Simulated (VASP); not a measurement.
# Ta2TiSi3: single point with PBE

The system is Ta2TiSi3.

```xyz
6
Lattice="3.4997 0.0000 0.0000 0.0000 3.4997 0.0000 0.0000 0.0000 7.7102" Properties=species:S:1:pos:R:3 pbc="T T T"
Ti    0.0000    0.0000    0.0000
Ta    0.0000    1.7499    5.6400
Ta    1.7499    0.0000    2.0702
Si    0.0000    1.7499    2.9569
Si    1.7499    0.0000    4.7534
Si    1.7499    1.7499    0.0000
```

The cell was built from a structure type or drawn by symmetry, and may not be a known phase.

```json
{"Program": "VASP 6.6.1", "Task": "single point", "Functional": "PBE", "Potentials or basis": "VASP PAW PBE potentials, release 64 (Ti_sv, Ta_pv, Si)", "Cutoff": "520 eV", "k mesh": "6 × 6 × 2", "Occupations": "gaussian, width 0.1 eV", "Spin": "no spin polarisation"}
```

```json
{"Pressure": "9.6 GPa", "Largest force": "0.212 eV/Å", "Band gap on the k mesh": "zero (bands 23 and 24 overlap by 0.64 eV)"}
```

Forces on the atoms (eV/Å):
```
Ti   0.000  0.000  0.000
Ta   0.000  0.000  0.212
Ta   0.000  0.000 -0.212
Si   0.000  0.000  0.110
Si   0.000  0.000 -0.110
Si   0.000  0.000  0.000
```

Stress tensor (GPa, compression positive):
```
10.36  0.00  0.00
 0.00 10.36  0.00
 0.00  0.00  8.17
```

Levels at points of the mesh, in eV from the Fermi level:
```csv
k point,band 20,band 21,band 22,band 23,band 24,band 25,band 26,band 27
"(0.00, 0.00, 0.00)",-0.70,-0.52,-0.52,0.25,0.62,0.62,1.77,1.90
"(0.50, 0.00, 0.00)",-1.58,-1.15,-0.52,0.24,0.49,1.61,2.00,2.11
"(0.50, 0.50, 0.00)",-2.20,-1.21,-0.89,-0.81,0.81,1.09,1.09,1.91
"(0.00, 0.00, 0.50)",-0.43,-0.43,0.28,0.44,0.46,0.46,0.65,1.36
"(0.50, 0.00, 0.50)",-1.43,-0.96,-0.81,-0.31,-0.21,1.49,1.51,2.19
"(0.50, 0.50, 0.50)",-1.01,-1.01,-0.84,-0.81,0.29,0.29,0.85,1.98
```

Run time: 89 s on 1 thread of Intel Xeon 8259CL (shared host), peak memory 0.24 GiB.

Caveat: the k points lie up to 0.41 Å⁻¹ apart, too coarse for converged energies and pressures of a metal; spin-orbit coupling is left out, which moves the levels of the heavy elements.
